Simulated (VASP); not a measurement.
Set up this calculation in VASP 6.6.1, as the native input.

```yaml
Task: single point
Functional: PBE
Potentials_or_basis: VASP PAW PBE potentials, release 64 (In_d, P)
Cutoff: 520 eV
k_mesh: 8 × 8 × 8
Occupations: gaussian, width 0.025 eV
Spin: no spin polarisation
Dipole_correction: no
Further_INCAR_settings: ALGO = Normal; EDIFF = 1e-06; NBANDS = 16
```

The structure of InP lies in POSCAR:

```
InP
1.0
    0.0000000000      2.9305000000      2.9305000000
    2.9305000000      0.0000000000      2.9305000000
    2.9305000000      2.9305000000      0.0000000000
In P
1 1
Direct
    0.0000000000      0.0000000000      0.0000000000
    0.7500000000      0.7500000000      0.7500000000
```

These files were run (other wordings do the same):

INCAR

```
SYSTEM = InP
PREC = Accurate
ENCUT = 520
EDIFF = 1E-6
ISMEAR = 0
SIGMA = 0.025
LREAL = .FALSE.
LASPH = .TRUE.
NELM = 100
ALGO = Normal
ISIF = 2
LWAVE = .FALSE.
LCHARG = .FALSE.
GGA = PE
NBANDS = 16
```

KPOINTS

```
Automatic mesh
0
G
  8 8 8
  0 0 0
```

Potentials or basis: VASP PAW PBE potentials, release 64 (In_d, P).

Run with:

```bash
$ cat potpaw_PBE.64/In_d/POTCAR potpaw_PBE.64/P/POTCAR > POTCAR
$ mpirun -np 1 vasp_std > vasp.out
```

It gave:

```yaml
Pressure: 3.3 GPa
Band_gap_on_the_k_mesh: 0.71 eV, direct
```

Caveat: spin-orbit coupling is left out, which moves the levels of the heavy elements.

Wall time 21 s on 1 thread of Intel Xeon 6975P-C, with other jobs on the host, peak memory 0.18 GiB.
